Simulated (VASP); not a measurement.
A run of VASP 6.6.1:

INCAR

```
ALGO     = Normal         # electronic algorithm
EDIFF    = 1E-7           # SCF threshold, eV
ENCUT    = 520            # plane-wave cutoff, eV
GGA      = PS             # functional
ISIF     = 2              # what is computed and relaxed
ISMEAR   = 0              # smearing method
ISPIN    = 2              # spin polarisation
LASPH    = T              # aspherical terms in the spheres
LCHARG   = F              # write CHGCAR
LORBIT   = 11             # projections on sites
LREAL    = F              # projectors in reciprocal space
LWAVE    = F              # write WAVECAR
MAGMOM   = 0.5 0          # initial moments
NBANDS   = 16             # bands
NELM     = 150            # most SCF steps
PREC     = Accurate       # precision mode
SIGMA    = 0.02           # smearing width, eV
```

The input KPOINTS:

```
k-points
0
Gamma
  11 11 11
```

Contents of POSCAR:

```
LiF
1.0
    0.0000000000      2.0140000000      2.0140000000
    2.0140000000      0.0000000000      2.0140000000
    2.0140000000      2.0140000000      0.0000000000
F Li
1 1
Direct
    0.5000000000      0.5000000000      0.5000000000
    0.0000000000      0.0000000000      0.0000000000
```

Potentials or basis: VASP PAW PBE potentials, release 64 (F, Li_sv).

The run is started by

```bash
$ cat potpaw_PBE.64/F/POTCAR potpaw_PBE.64/Li_sv/POTCAR > POTCAR
$ mpirun -np 1 vasp_std > vasp.out
```

Hardware: 1 thread of Intel Xeon 8259CL, on a shared host.

Task: How long does it take, and how much memory?

Result: It took 50 s on 1 thread of Intel Xeon 8259CL, with other jobs on the host, peak memory 0.15 GiB. Counts: scf iterations 14, k points 56.
